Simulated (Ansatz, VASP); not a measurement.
## One calculation of Ti3AlB3, two programs

```
Ti Al B
1.0
     3.00000    0.00000    0.00000
    -1.50000    2.59808    0.00000
     0.00000    0.00000   21.30000
Ti Al B
6 2 6
Direct
  0.66667 0.33333 0.44500
  0.33333 0.66667 0.55500
  0.00000 0.00000 0.07500
  0.00000 0.00000 0.92500
  0.00000 0.00000 0.77500
  0.00000 0.00000 0.22500
  0.66667 0.33333 0.66500
  0.33333 0.66667 0.33500
  0.66667 0.33333 0.85000
  0.33333 0.66667 0.85000
  0.33333 0.66667 0.00000
  0.66667 0.33333 0.00000
  0.33333 0.66667 0.15000
  0.66667 0.33333 0.15000
```

Alike in both runs: task relaxation of cell and atoms; functional PBE; k mesh 6 × 6 × 1; occupations gaussian, width 0.2 eV; no spin polarisation.

|  | VASP | Ansatz |
| --- | --- | --- |
| version | VASP 6.6.1 | Ansatz 0.2.0 |
| potentials or method | VASP PAW PBE potentials, release 64 (Ti_sv, Al, B), cutoff 600 eV | scalar-relativistic, plane waves, PAW |
| valence electrons in the cell | 96 | 96 |

|  | VASP | Ansatz | Ansatz less VASP |
| --- | --- | --- | --- |
| gap on the k mesh at the Fermi level, each at its own relaxed structure (eV) | none | none | - |
| relaxed volume (Å³/atom) | 11.81 | 11.82 | +0.007 |
| relaxed length of the cell vector where the two differ most in proportion (Å) | 3.011 | 3.012 | +0.0010 |

A gap of «none» marks a metal or a gap that the smearing closes.

The k mesh is coarse, so the values compare programs but aren't converged.
